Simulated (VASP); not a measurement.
Write the native input for VASP 6.6.1 that does the following.

| Item | Value |
| --- | --- |
| Task | single point |
| Functional | PBE |
| Potentials or basis | VASP PAW PBE potentials, release 64 (Cd, Nb_sv) |
| Cutoff | 520 eV |
| k mesh | 8 × 8 × 8 |
| Occupations | fermi-dirac, width 0.1 eV |
| Spin | no spin polarisation |
| Dipole correction | no |
| k mesh for the DOS | 12 × 12 × 12 |
| Occupations for the DOS | tetrahedron |
| Further INCAR settings | ALGO = Normal; EDIFF = 1e-06 |

NbCd3:

```
CELL_PARAMETERS angstrom
4.35081 0.00000 0.00000
0.00000 4.35081 0.00000
0.00000 0.00000 4.24428
ATOMIC_POSITIONS crystal
Cd 0.00000 0.50000 0.50000
Cd 0.50000 0.00000 0.50000
Cd 0.50000 0.50000 0.00000
Nb 0.00000 0.00000 0.00000
```

One way to write it, as run:

POSCAR

```
NbCd3
1.0
    4.3508070000      0.0000000000      0.0000000000
    0.0000000000      4.3508070000      0.0000000000
    0.0000000000      0.0000000000      4.2442810000
Cd Nb
3 1
Direct
    0.0000000000      0.5000000000      0.5000000000
    0.5000000000      0.0000000000      0.5000000000
    0.5000000000      0.5000000000      0.0000000000
    0.0000000000      0.0000000000      0.0000000000
```

INCAR.step1

```
SYSTEM = NbCd3
PREC = Accurate ; ENCUT = 520
EDIFF = 1E-6 ; ISMEAR = -1
SIGMA = 0.1 ; LREAL = .FALSE.
LASPH = .TRUE. ; NELM = 100
ALGO = Normal ; ISIF = 2
LWAVE = .FALSE. ; LCHARG = .TRUE.
LMAXMIX = 4 ; GGA = PE
NBANDS = 32
```

KPOINTS.step1

```
Automatic mesh
0
G
  8 8 8
  0 0 0
```

INCAR.step2

```
SYSTEM = NbCd3
PREC = Accurate ; ENCUT = 520
EDIFF = 1E-6 ; ISMEAR = -5
SIGMA = 0.1 ; LREAL = .FALSE.
LASPH = .TRUE. ; NELM = 100
ALGO = Normal ; ISIF = 2
LWAVE = .FALSE. ; LCHARG = .FALSE.
LMAXMIX = 4 ; GGA = PE
LORBIT = 10 ; NEDOS = 2001
ICHARG = 11
```

KPOINTS.step2

```
Automatic mesh
0
G
  12 12 12
  0 0 0
```

Potentials or basis: VASP PAW PBE potentials, release 64 (Cd, Nb_sv).

Run with:

```sh
$ cat potpaw_PBE.64/Cd/POTCAR potpaw_PBE.64/Nb_sv/POTCAR > POTCAR
$ cp INCAR.step1 INCAR
$ cp KPOINTS.step1 KPOINTS
$ mpirun -np 1 vasp_std > vasp.out
$ cp INCAR.step2 INCAR
$ cp KPOINTS.step2 KPOINTS
$ mpirun -np 1 vasp_std > vasp.out
```

Results of the run:

```
Valence electrons inside the program's atomic spheres : Cd 10.39, 10.38 (each value once); Nb 10.52
```

Wall time 2.7 min on 1 thread of Intel(R) Xeon(R) Platinum 8488C (Sapphire Rapids), with other jobs on the host, peak memory 0.47 GiB.
